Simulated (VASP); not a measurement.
# KCl (Fm-3m) in VASP: single point with HSE06

Aim: the single point of KCl with HSE06.

Program: VASP 6.6.1. These are calculated values, not measurements. Logs are shortened: lines on timing, memory, paths and dates and some standing lists are left out, and cuts for length are marked.

## (1) The cell of the first run

Symmetry: Fm-3m, No. 225, cubic system. Conventional cell: a = 6.666 Å, b = 6.666 Å, c = 6.666 Å, α = 90.00°, β = 90.00°, γ = 90.00°. Within 4.4 Å of K (site symmetry m-3m) lie 6 Cl at 3.33 Å. Cl (site symmetry m-3m) has 6 K at 3.33 Å within 4.4 Å.

## (2) Single point, HSE06 (strain +6.0%)

File POSCAR:

```
KCl
1.0
    0.0000000000      3.3329101772      3.3329101772
    3.3329101772      0.0000000000      3.3329101772
    3.3329101772      3.3329101772      0.0000000000
K Cl
1 1
Direct
    0.0000000000      0.0000000000      0.0000000000
    0.5000000000      0.5000000000      0.5000000000
```

File INCAR.step1:

```
PREC = Accurate
ENCUT = 520
EDIFF = 1E-5
ISMEAR = 0
SIGMA = 0.01
LREAL = False
LASPH = True
NELM = 60
ALGO = Normal
ISIF = 2
LWAVE = True
GGA = PE
NBANDS = 15
```

File INCAR.step2:

```
PREC = Accurate
ENCUT = 520
EDIFF = 1E-7
ISMEAR = 0
SIGMA = 0.01
LREAL = False
LASPH = True
NELM = 60
ALGO = Normal
ISIF = 2
LWAVE = False
LCHARG = True
GGA = PE
LHFCALC = True
HFSCREEN = 0.2079
PRECFOCK = Normal
LELF = True
LVHAR = True
ISTART = 1
NBANDS = 15
```

File KPOINTS:

```
regular mesh
0
Gamma
  6 6 6
```

Potentials or basis: VASP PAW PBE potentials, release 64 (K_sv, Cl).

Command:

```
cat potpaw_PBE.64/K_sv/POTCAR potpaw_PBE.64/Cl/POTCAR > POTCAR
cp INCAR.step1 INCAR
mpirun -np 1 vasp_std > vasp.out
cp INCAR.step2 INCAR
mpirun -np 1 vasp_std > vasp.out
```

OUTCAR:

```text
PREC = Accurate
   ENCUT = 520
   EDIFF = 1E-7
   ISMEAR = 0
   LREAL = False
   LASPH = True
   NELM = 60
   ISIF = 2
   GGA = PE
   LHFCALC = True
   HFSCREEN = 0.2079
   PRECFOCK = Normal
   ISTART = 1

 ion  position               nearest neighbor table
   1  0.000  0.000  0.000-
   2  0.500  0.500  0.500-

  LATTYP: Found a face centered cubic cell.
 ALAT       =     6.6658203544

  Lattice vectors:

 A1 = (   0.0000000000,   3.3329101772,   3.3329101772)
 A2 = (   3.3329101772,   0.0000000000,   3.3329101772)
 A3 = (   3.3329101772,   3.3329101772,   0.0000000000)

Analysis of symmetry for initial positions (statically):
=====================================================================
 Subroutine PRICEL returns:
 Original cell was already a primitive cell.

 Routine SETGRP: Setting up the symmetry group for a
 face centered cubic supercell.

 Subroutine GETGRP returns: Found 48 space group operations
 (whereof 48 operations were pure point group operations)
 out of a pool of 48 trial point group operations.

The static configuration has the point symmetry O_h .

Analysis of symmetry for dynamics (positions and initial velocities):
=====================================================================
 Subroutine PRICEL returns:
 Original cell was already a primitive cell.

 Routine SETGRP: Setting up the symmetry group for a
 face centered cubic supercell.

 Subroutine GETGRP returns: Found 48 space group operations
 (whereof 48 operations were pure point group operations)
 out of a pool of 48 trial point group operations.

The dynamic configuration has the point symmetry O_h .

 Subroutine INISYM returns: Found 48 space group operations
 (whereof 48 operations are pure point group operations),
 and found     1 'primitive' translations

----------------------------------------------------------------------------------------

                                     Primitive cell

  volume of cell :      74.0459

  direct lattice vectors                    reciprocal lattice vectors
     0.000000000  3.332910177  3.332910177    -0.150019044  0.150019044  0.150019044
     3.332910177  0.000000000  3.332910177     0.150019044 -0.150019044  0.150019044
     3.332910177  3.332910177  0.000000000     0.150019044  0.150019044 -0.150019044

  length of vectors
     4.713446775  4.713446775  4.713446775     0.259840607  0.259840607  0.259840607

  position of ions in fractional coordinates (direct lattice)
     0.000000000  0.000000000  0.000000000
     0.500000000  0.500000000  0.500000000

  ion indices of the primitive-cell ions
   primitive index   ion index
                 1           1
                 2           2

----------------------------------------------------------------------------------------

 KPOINTS: regular mesh

Automatic generation of k-mesh.
 Grid dimensions read from file:
 generate k-points for:    6    6    6

 Generating k-lattice:

  Cartesian coordinates                     Fractional coordinates (reciprocal lattice)
    -0.025003174  0.025003174  0.025003174     0.166666667  0.000000000  0.000000000
     0.025003174 -0.025003174  0.025003174     0.000000000  0.166666667  0.000000000
     0.025003174  0.025003174 -0.025003174     0.000000000  0.000000000  0.166666667

  Length of vectors
     0.043306768  0.043306768  0.043306768

  Shift w.r.t. Gamma in fractional coordinates (k-lattice)
     0.000000000  0.000000000  0.000000000

 Subroutine IBZKPT returns following result:
 ===========================================

 Found     16 irreducible k-points:

 Following reciprocal coordinates:
            Coordinates               Weight
  0.000000  0.000000  0.000000      1.000000
  0.166667  0.000000  0.000000      8.000000
  0.333333  0.000000  0.000000      8.000000
  0.500000  0.000000  0.000000      4.000000
  0.166667  0.166667  0.000000      6.000000
  0.333333  0.166667  0.000000     24.000000
[... 8 lines left out ...]
 -0.333333  0.333333  0.166667     24.000000
 -0.333333  0.500000  0.166667     12.000000
   k-points           NKPTS =     16   k-points in BZ     NKDIM =    216   number of bands    NBANDS=     15
   number of dos      NEDOS =    301   number of ions     NIONS =      2
   total plane-waves  NPLWV =  46656
   dimension x,y,z NGX =    36 NGY =   36 NGZ =   36
   dimension x,y,z NGXF=    72 NGYF=   72 NGZF=   72
   ions per type =               1   1
   NGX,Y,Z   is equivalent  to a cutoff of  12.70, 12.70, 12.70 a.u.
   NGXF,Y,Z  is equivalent  to a cutoff of  25.39, 25.39, 25.39 a.u.
 SYSTEM =  unknown system
   PREC   = accura    normal or accurate (medium, high low for compatibility)
   ISTART =      1    job   : 0-new  1-cont  2-samecut
   ICHARG =      0    charge: 1-file 2-atom 10-const
   ISPIN  =      1    spin polarized calculation?
   LNONCOLLINEAR =      F non collinear calculations
   LSORBIT =      F    spin-orbit coupling
   LASPH  =      T    aspherical Exc in radial PAW
   ENCUT  =  520.0 eV  38.22 Ry    6.18 a.u.   8.76  8.76  8.76*2*pi/ulx,y,z
   NELM   =     60;   NELMIN=  2; NELMDL=  0     # of ELM steps
   EDIFF  = 0.1E-06   stopping-criterion for ELM
   LREAL  =      F    real-space projection
   EDIFFG = 0.1E-05   stopping-criterion for IOM
   NSW    =      0    number of steps for IOM
   IBRION =     -1    ionic relax: 0-MD 1-quasi-New 2-CG
   NFREE  =      0    steps in history (QN), initial steepest desc. (CG)
   ISIF   =      2    stress and relaxation
   ISYM   =      3    0-nonsym 1-usesym 2-fastsym
   POTIM  = 0.5000    time-step for ionic-motion
   TEBEG  =    0.0;   TEEND  =   0.0 temperature during run
   PSTRESS=    0.0 pullay stress
   NELECT =      16.0000    total number of electrons
   NUPDOWN=      -1.0000    fix difference up-down
   EMIN   =  10.00;   EMAX   =-10.00  energy-range for DOS
   EFERMI =   0.00;   METHOD = LEGACY
   ISMEAR =     0;   SIGMA  =   0.01  broadening in eV -4-tet -1-fermi 0-gaus
   EFERMI_NEDOS =   21; number of points for ismear=-14 and -15
   IALGO  =     38    algorithm
   IMIX   =      1    mixing-type and parameters
     AMIX     =   0.40;   BMIX     =  1.00
     AMIX_MAG =   1.60;   BMIX_MAG =  1.00
  volume/ion in A,a.u.               =      37.02       249.84
  Fermi-wavevector in a.u.,A,eV,Ry     =   0.982384  1.856436 13.130684  0.965078
  Thomas-Fermi vector in A             =   2.113462
   LORBIT       =      0    0 simple, 1 ext, 2 COOP (PROOUT), +10 PAW based schemes
   GGA     = PE    functional components
   LHFCALC =     T    Hartree Fock is set to
   PRECFOCK=normal    Normal, Fast or Accurate (Low or Medium for compatibility)
   ENCUT4O =  -1.0   cutoff for four orbital integrals eV
   NKREDX  =     1    reduce k-point grid by
   NKREDY  =     1    reduce k-point grid by
   NKREDZ  =     1    reduce k-point grid by
   AEXX    =    0.2500 exact exchange contribution
   HFSCREEN=    0.2079 screening length (either q_TF or 0.3 A-1)
   HFSCREENC=   0.2079 screening length for correlation (either q_TF or 0.3 A-1)
   ENCUTFOCK=  -1.0 apply spherical cutoff to Coloumb kernel
   IVDW    =     0    specifies the selected vdW correction
   LEPSILON=     F    determine dielectric tensor
   LRPA    =     F    only Hartree local field effects (RPA)
 non-spin polarized calculation
 Gauss-broadening in eV      SIGMA  =   0.01
  energy-cutoff  :      520.00
  volume of cell :       74.05
 maximum number of plane-waves:      2012
  NGX = 28; NGY = 28; NGZ = 28

 number of electron      15.9999999 magnetization

 Free energy of the ion-electron system (eV)
  ---------------------------------------------------
  ext. energy  EPLUGINS =         0.00000000
  ---------------------------------------------------
  free energy    TOTEN  =        -7.80598673 eV

  energy without entropy =       -7.80598673  energy(sigma->0) =       -7.80598673

 E-fermi :  -3.3571     XC(G=0):  -5.7656

 val. band max:       -3.4124382634   @ k =   0.0000   0.0000   0.0000
 cond. band min:       2.5017159824   @ k =   0.0000   0.0000   0.0000
 fundamental gap:      5.9141542457
 Fermi energy:        -3.3570691094

 k-point     1 :       0.0000    0.0000    0.0000
  band No.  band energies     occupation
      1     -33.1415      2.00000
      2     -16.4988      2.00000
      3     -15.2450      2.00000
      4     -15.2450      2.00000
      5     -15.2450      2.00000
      6      -3.4124      2.00000
      7      -3.4124      2.00000
      8      -3.4124      2.00000
      9       2.5017      0.00000
     10       6.3148      0.00000
     11       6.3148      0.00000
     12       6.3148      0.00000
     13       7.2360      0.00000
     14       7.2360      0.00000
     15      10.1330      0.00000

 k-point     2 :       0.1667    0.0000    0.0000
  band No.  band energies     occupation
      1     -33.1405      2.00000
      2     -16.5276      2.00000
      3     -15.2461      2.00000
      4     -15.2461      2.00000
      5     -15.2059      2.00000
      6      -3.6452      2.00000
      7      -3.4686      2.00000
      8      -3.4686      2.00000
      9       3.0505      0.00000
     10       6.0582      0.00000
     11       6.6223      0.00000
     12       6.6223      0.00000
     13       7.5252      0.00000
     14       7.5252      0.00000
     15      11.0590      0.00000
[... 221 lines left out ...]
      3     -15.2836      2.00000
      4     -15.2741      2.00000
      5     -15.1749      2.00000
      6      -3.9749      2.00000
      7      -3.7684      2.00000
      8      -3.6777      2.00000
      9       5.4948      0.00000
     10       5.7552      0.00000
     11       6.9809      0.00000
     12       7.4994      0.00000
     13       8.8750      0.00000
     14       9.3574      0.00000
     15       9.3748      0.00000

 k-point    16 :      -0.3333    0.5000    0.1667
  band No.  band energies     occupation
      1     -33.1359      2.00000
      2     -16.4717      2.00000
      3     -15.3056      2.00000
      4     -15.2842      2.00000
      5     -15.2115      2.00000
      6      -3.8991      2.00000
      7      -3.7323      2.00000
      8      -3.7163      2.00000
      9       5.0920      0.00000
     10       6.2745      0.00000
     11       6.3378      0.00000
     12       7.6376      0.00000
     13       8.7173      0.00000
     14       9.4837      0.00000
     15       9.6798      0.00000

------------------------ aborting loop because EDIFF is reached ----------------------------------------

  FORCE on cell =-STRESS in cart. coord.  units (eV):
  Direction    XX          YY          ZZ          XY          YZ          ZX
  --------------------------------------------------------------------------------------
  -------------------------------------------------------------------------------------
  Total       -0.8227093     -0.8227093     -0.8227093      0.0000000      0.0000000      0.0000000
  in kB      -17.8014819    -17.8014819    -17.8014819      0.0000000      0.0000000      0.0000000
  external PRESSURE =     -17.8014819 kB  Pullay stress =       0.0000000 kB

 VOLUME and BASIS-vectors are now :
 -----------------------------------------------------------------------------
  energy-cutoff  :      520.00
  volume of cell :       74.05
      direct lattice vectors                 reciprocal lattice vectors
     0.000000000  3.332910177  3.332910177    -0.150019044  0.150019044  0.150019044
     3.332910177  0.000000000  3.332910177     0.150019044 -0.150019044  0.150019044
     3.332910177  3.332910177  0.000000000     0.150019044  0.150019044 -0.150019044

 POSITION                                       TOTAL-FORCE (eV/Angst)
 -----------------------------------------------------------------------------------
      0.00000      0.00000      0.00000         0.000000     -0.000000      0.000000
      3.33291      3.33291      3.33291        -0.000000      0.000000     -0.000000
 -----------------------------------------------------------------------------------
    total drift:                               -0.000000      0.000004      0.000003

  FREE ENERGIE OF THE ION-ELECTRON SYSTEM (eV)
  ---------------------------------------------------
  free  energy   TOTEN  =        -7.8059867301 eV

  energy  without entropy=       -7.8059867301  energy(sigma->0) =       -7.80598673
```

It took 58 min on 1 thread of Intel Xeon Platinum 8259CL at 2.50GHz (Skylake/Cascade Lake), shared host; peak memory 0.34 GiB.

Results:

```
Free energy            : -7.8060 eV
Pressure               : -1.8 GPa
Band gap on the k mesh : 5.91 eV
```

Caveat: the cell differs from its parent crystal (strain +6.0%); the PAW data sets were made with another functional, which shifts forces and pressure a little.
